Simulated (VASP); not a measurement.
Here is a VASP 6.6.1 calculation.

File INCAR:

```
SYSTEM = Os
ALGO = Normal
EDIFF = 1E-6
ENCUT = 600
GGA = PE
GGA_COMPAT = .FALSE.
ISIF = 2
ISMEAR = 0
LASPH = .TRUE.
LCHARG = .FALSE.
LREAL = .FALSE.
LWAVE = .FALSE.
NBANDS = 15
NELM = 120
PREC = Accurate
SIGMA = 0.1
```

File KPOINTS:

```
k-points
0
G
  6 6 4
  0 0 0
```

File POSCAR:

```
Os
1.0
    2.7461342319      0.0000000000      0.0000000000
   -1.3730671160      2.3782220070      0.0000000000
    0.0000000000      0.0000000000      4.3263142200
Os
2
Direct
    0.3333333333      0.6666666667      0.2500000000
    0.6666666667      0.3333333333      0.7500000000
```

Potentials or basis: VASP PAW PBE potentials, release 64 (Os).

Command:

```console
$ cat potpaw_PBE.64/Os/POTCAR > POTCAR
$ mpirun -np 1 vasp_std > vasp.out
```

**Question.** Estimate the pressure.

**Answer.** 5.1 GPa.

**Question.** Predict the band gap on the k mesh.

**Answer.** Zero (bands 8 and 9 overlap by 3.54 eV).

Stress tensor (GPa, compression positive):
```
6.78 0.00 0.00
0.00 6.78 0.00
0.00 0.00 1.72
```

Caveat: the k points lie up to 0.44 Å⁻¹ apart, too coarse for converged energies and pressures of a metal; spin-orbit coupling is left out, which moves the levels of the heavy elements.
